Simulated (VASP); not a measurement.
The system is Ti3SiO8.

```
Ti O Si
1.0
     3.17875   -3.17026    0.00000
     3.17875    3.17026    0.00000
     0.00000    0.00000    5.78671
Ti O Si
3 8 1
Direct
  0.50000 0.50000 0.00000
  0.00000 0.00000 0.74401
  0.00000 0.00000 0.25599
  0.19508 0.19508 0.00000
  0.80492 0.80492 0.00000
  0.68781 0.31219 0.72956
  0.31219 0.68781 0.72956
  0.20955 0.20955 0.50000
  0.79045 0.79045 0.50000
  0.68781 0.31219 0.27044
  0.31219 0.68781 0.27044
  0.50000 0.50000 0.50000
```

Base run:

* Program: VASP 6.6.1
* Functional: r2SCAN
* Potentials or basis: VASP PAW PBE potentials, release 64 (Ti_sv, O, Si)
* Cutoff: 520 eV
* k mesh: 6 × 6 × 4
* Occupations: gaussian, width 0.01 eV
* Spin: no spin polarisation

Its results: band gap on the k mesh 1.99 eV; pressure 1.1 GPa; largest force 0.075 eV/Å.

The run is repeated on the same cell with these changes: functional from r2SCAN to PBE; occupations from gaussian, width 0.01 eV to fermi-dirac, width 0.02 eV. What comes out?

Band gap on the k mesh 1.58 eV; pressure 6.7 GPa; largest force 0.112 eV/Å.

Caveats: the PAW data sets were made with another functional, which shifts forces and pressure a little (at least some runs); the cell stands under pressure (at least some runs).

A k mesh can miss the band edges.
